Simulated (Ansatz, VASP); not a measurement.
## Y3NbO2 in VASP and in Ansatz

```
Y Nb O
1.0
     5.46229    0.00000    0.00000
     0.00000    5.46229    0.00000
     0.00000    0.00000    3.42347
Y Nb O
3 1 2
Direct
  0.00000 0.50000 0.50000
  0.50000 0.00000 0.50000
  0.00000 0.00000 0.50000
  0.50000 0.50000 0.00000
  0.50000 0.50000 0.50000
  0.00000 0.00000 0.00000
```

Alike in both runs: task relaxation of cell and atoms; functional PBE; k mesh 4 × 4 × 6; occupations gaussian, width 0.1 eV; no spin polarisation.

```csv
,VASP,Ansatz
version,VASP 6.6.1,Ansatz 0.2.0
potentials or method,"VASP PAW PBE potentials, release 64 (Y_sv, Nb_sv, O), cutoff 600 eV","scalar-relativistic, plane waves, PAW"
valence electrons in the cell,58,58
```

|  | VASP | Ansatz | Ansatz less VASP |
| --- | --- | --- | --- |
| gap on the k mesh at the Fermi level, each at its own relaxed structure (eV) | none | none | - |
| relaxed volume (Å³/atom) | 24.89 | 25.00 | +0.109 |
| relaxed cell length with the largest relative difference (Å) | 6.093 | 6.102 | +0.0089 |

A gap of «none» marks a metal or a gap that the smearing closes.

Noted on VASP's run: the volume moved by over 15 % at a fixed basis, so the end points are rough.
